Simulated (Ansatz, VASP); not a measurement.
Fe: VASP beside Ansatz

The input INCAR:

```
PREC = Accurate ; ENCUT = 520
EDIFF = 1E-6 ; ISMEAR = -1
SIGMA = 0.1 ; LREAL = False
LASPH = True ; NELM = 80
ALGO = Normal ; ISIF = 2
LWAVE = False ; LCHARG = False
GGA = RP ; NBANDS = 15
```

File KPOINTS:

```
regular mesh
0
Gamma
  12 12 12
```

POSCAR

```
Fe
1.0
    0.0000000000      2.4251117040      2.4251117040
    2.4251117040      0.0000000000      2.4251117040
    2.4251117040      2.4251117040      0.0000000000
Fe
2
Direct
    0.1250000000      0.1250000000      0.1250000000
    0.8750000000      0.8750000000      0.8750000000
```

Input for Ansatz:

```yaml
crystal:
  lattice:
    - [0.0, 2.425111704, 2.425111704]
    - [2.425111704, 0.0, 2.425111704]
    - [2.425111704, 2.425111704, 0.0]
  atoms:
    - { symbol: Fe, position: [0.125, 0.125, 0.125] }
    - { symbol: Fe, position: [0.875, 0.875, 0.875] }
hamiltonian:
  xc: rpbe
  pseudopotentials:
    kind: paw
    azcp:
      Fe: "pseudopotentials/Fe.paw.azcp"
basis:
  ecutwfc: 420
  fft_grid_basis: typed
kpoints:
  mp_grid: { grid: [12, 12, 12], shift: [0, 0, 0] }
magnetization:
  spin_polarized: false
scf:
  occupations: { method: fermi_dirac, width: 0.1 }
  lower_state_search: "off"
output:
  stress: true
```

Alike in both runs: task single point; functional RPBE; k mesh 12 × 12 × 12; occupations fermi-dirac, width 0.1 eV; no spin polarisation.

```csv
,VASP,Ansatz
version,VASP 6.6.1,Ansatz 0.2.0
potentials or method,"VASP PAW PBE potentials, release 64 (Fe), cutoff 520 eV","plane waves (420 eV) with PAW, scalar-relativistic"
valence electrons in the cell,16,32
```

|  | VASP | Ansatz | Ansatz less VASP |
| --- | --- | --- | --- |
| pressure (GPa) | 4.8 | 6.4 | +1.63 |

VASP's potentials were made for PBE, not for RPBE. VASP's potentials hold 16 valence electrons a cell and Ansatz's 32, so a difference there can come from the potentials and not from the codes.
